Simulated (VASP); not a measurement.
ZnAu:

```
CELL_PARAMETERS angstrom
3.18670 0.00000 0.00000
0.00000 3.18670 0.00000
0.00000 0.00000 3.18670
ATOMIC_POSITIONS crystal
Zn 0.50000 0.50000 0.50000
Au 0.00000 0.00000 0.00000
```

```yaml
Program: VASP 6.6.1
Task: relaxation of cell and atoms
Functional: LDA
Potentials_or_basis: VASP PAW LDA potentials, release 64 (Zn, Au)
Cutoff: 600 eV
k_mesh: 14 × 14 × 14
Occupations: gaussian, width 0.1 eV
Spin: no spin polarisation
```

At the start: pressure -10.4 GPa; volume 16.18 Å³/atom.

Problem. How do energy, volume and symmetry change on relaxing?

Solution. Over 4 steps the energy falls by 45.3 meV/atom and the volume is 14.89 Å³/atom (-8.0 %); space group Pm-3m (No. 221, to 0.1 Å) before and after.

The path:
```csv
step,energy change (eV),largest force (eV/Å),pressure (GPa),volume (Å³)
1,0.0000,0.0000,-10.43,32.36
2,-0.0032,0.0000,14.24,27.67
3,-0.0907,0.0000,-0.14,29.83
4,-0.0907,0.0000,0.05,29.79
```

Final structure:
```cif
data_structure
_symmetry_space_group_name_H-M 'P 1'
_symmetry_Int_Tables_number 1
_cell_length_a 3.0998
_cell_length_b 3.0998
_cell_length_c 3.0998
_cell_angle_alpha 90.000
_cell_angle_beta 90.000
_cell_angle_gamma 90.000
_cell_volume 29.79
loop_
_atom_site_label
_atom_site_type_symbol
_atom_site_fract_x
_atom_site_fract_y
_atom_site_fract_z
_atom_site_occupancy
Zn1 Zn 0.50000 0.50000 0.50000 1
Au1 Au 0.00000 0.00000 0.00000 1
```
